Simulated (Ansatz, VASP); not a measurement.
**Ni: VASP beside Ansatz**

```
Ni
1.0
     2.44587    0.00000    0.00000
    -1.22294    2.11819    0.00000
     0.00000    0.00000    8.02322
Ni
4
Direct
  0.00000 0.00000 0.00000
  0.33333 0.66667 0.25000
  0.00000 0.00000 0.50000
  0.66667 0.33333 0.75000
```

Alike in both runs: functional PBEsol; k mesh 18 × 18 × 6; occupations gaussian, width 0.1 eV; collinear spin.

Ansatz relaxed the structure, and its values are those at the end. VASP's run is a single point on that final structure, the one shown.

```csv
,VASP,Ansatz
version,VASP 6.6.1,Ansatz 0.2.0
potentials or method,"VASP PAW PBE potentials, release 64 (Ni), cutoff 520 eV","scalar-relativistic, plane waves, PAW"
valence electrons in the cell,40,72
```

|  | VASP | Ansatz | Ansatz less VASP |
| --- | --- | --- | --- |
| gap on the k mesh at the Fermi level (eV) | none | none | - |
| pressure (GPa) | -0.1 | 0.0 | +0.07 |
| net moment per atom (μB) | 0.61 | 0.62 | +0.010 |
| size of the moment on the site where the two differ most (μB) | 0.62 | 0.66 | +0.039 |

VASP's potentials were made for PBE, not for PBEsol. Site moments also hang on the region over which each program counts them. A gap of «none» marks a metal or a gap that the smearing closes. VASP's potentials hold 40 valence electrons a cell and Ansatz's 72, so a difference there can come from the potentials and not from the codes.
